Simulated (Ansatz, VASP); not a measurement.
## One calculation of CaSe, two programs

POSCAR

```
CaSe
1.0
    0.0000000000      3.3000000000      3.3000000000
    3.3000000000      0.0000000000      3.3000000000
    3.3000000000      3.3000000000      0.0000000000
Ca Se
1 1
Direct
    0.0000000000      0.0000000000      0.0000000000
    0.7500000000      0.7500000000      0.7500000000
```

File INCAR.step1:

```
SYSTEM = CaSe
PREC = Accurate
ENCUT = 520
ISMEAR = 0
SIGMA = 0.01
LREAL = .FALSE.
LASPH = .TRUE.
NELM = 100
NBANDS = 15
GGA = PE
ALGO = Normal
EDIFF = 1E-4
LWAVE = .TRUE.
LCHARG = .FALSE.
```

INCAR.step2

```
SYSTEM = CaSe
PREC = Accurate
ENCUT = 520
EDIFF = 1E-6
ISMEAR = 0
SIGMA = 0.01
LREAL = .FALSE.
LASPH = .TRUE.
NELM = 100
ALGO = Normal
ISIF = 2
LWAVE = .FALSE.
LCHARG = .FALSE.
METAGGA = R2SCAN
LMIXTAU = .TRUE.
NBANDS = 15
ISTART = 1
```

The input KPOINTS:

```
regular mesh
0
G
  6 6 6
  0 0 0
```

Input for Ansatz:

```yaml
crystal:
  lattice:
    - [0.0, 3.3, 3.3]
    - [3.3, 0.0, 3.3]
    - [3.3, 3.3, 0.0]
  atoms:
    - { symbol: Ca, position: [0.0, 0.0, 0.0] }
    - { symbol: Se, position: [0.75, 0.75, 0.75] }
basis:
  ecutwfc: 517.016338673772
kpoints:
  mp_grid:
    grid: [6, 6, 6]
hamiltonian:
  xc: r2scan
scf:
  occupations:
    method: fixed
output:
  wannier:
    kmesh: [4, 4, 4]
    projections:
      - { species: Se, l: p }
    minimise: true
```

Alike in both runs: task single point; functional r2SCAN; k mesh 6 × 6 × 6; no spin polarisation.

```csv
,VASP,Ansatz
version,VASP 6.6.1,Ansatz 0.2.0
potentials or method,"VASP PAW PBE potentials, release 64 (Ca_sv, Se), cutoff 520 eV","plane waves, PAW"
occupations,"gaussian, width 0.01 eV",fixed
valence electrons in the cell,16,26
```

```tsv
	VASP	Ansatz	Ansatz less VASP
gap on the k mesh at the Fermi level (eV)	3.63	3.64	+0.012
```

VASP's potentials were made for PBE, not for r2SCAN. VASP's potentials hold 16 valence electrons a cell and Ansatz's 26, so a difference there can come from the potentials and not from the codes.
